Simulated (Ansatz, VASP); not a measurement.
One calculation of Al3BP4, two programs

```
Al B P
1.0
     5.27566    0.00000    0.00000
     0.00000    5.27566    0.00000
     0.00000    0.00000    5.27566
Al B P
3 1 4
Direct
  0.00000 0.00000 0.50000
  0.00000 0.50000 0.00000
  0.50000 0.00000 0.00000
  0.50000 0.50000 0.50000
  0.27409 0.27409 0.27409
  0.27409 0.72591 0.72591
  0.72591 0.27409 0.72591
  0.72591 0.72591 0.27409
```

Alike in both runs: functional PBE; k mesh 4 × 4 × 4; occupations gaussian, width 0.1 eV; no spin polarisation.

Ansatz relaxed the structure, and its values are those at the end. VASP's run is a single point on that final structure, the one shown.

```csv
,VASP,Ansatz
version,VASP 6.6.1,Ansatz 0.2.0
potentials or method,"VASP PAW PBE potentials, release 64 (Al, B, P), cutoff 520 eV","scalar-relativistic, plane waves, PAW"
valence electrons in the cell,32,32
```

```tsv
	VASP	Ansatz	Ansatz less VASP
gap on the k mesh at the Fermi level (eV)	1.04	1.04	-0.001
least direct gap on the mesh (eV)	1.41	1.41	0.000
pressure (GPa)	0.0	0.1	+0.11
```

The functional is the same, so the differences come from potentials, cutoffs and numerics.
